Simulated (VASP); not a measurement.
A run of VASP 6.6.1:

INCAR

```
PREC = Accurate ; ENCUT = 520
EDIFF = 1E-7 ; ISMEAR = 0
SIGMA = 0.15 ; LREAL = False
LASPH = True ; NELM = 80
ALGO = Fast ; ISIF = 2
LWAVE = False ; LCHARG = False
GGA = CA ; NBANDS = 13
```

Contents of KPOINTS:

```
Automatic mesh
0
Gamma
  16 16 16
```

Contents of POSCAR:

```
Pb
1.0
    0.0000000000      2.5685920000      2.4698000000
    2.5685920000      0.0000000000      2.4698000000
    2.5685920000      2.5685920000      0.0000000000
Pb
1
Direct
    0.0000000000      0.0000000000      0.0000000000
```

Potentials or basis: VASP PAW LDA potentials, release 64 (Pb_d).

Command:

```sh
$ cat potpaw_LDA.64/Pb_d/POTCAR > POTCAR
$ mpirun -np 1 vasp_std > vasp.out
```

Hardware: 1 thread of Intel Xeon 6975P-C, with other jobs on the host.

**Question.** Estimate the wall time of this run.

**Answer.** Run time: 2.6 min on 1 thread of Intel Xeon 6975P-C, with other jobs on the host, peak memory 0.25 GiB. Counts: scf iterations 15, k points 349.
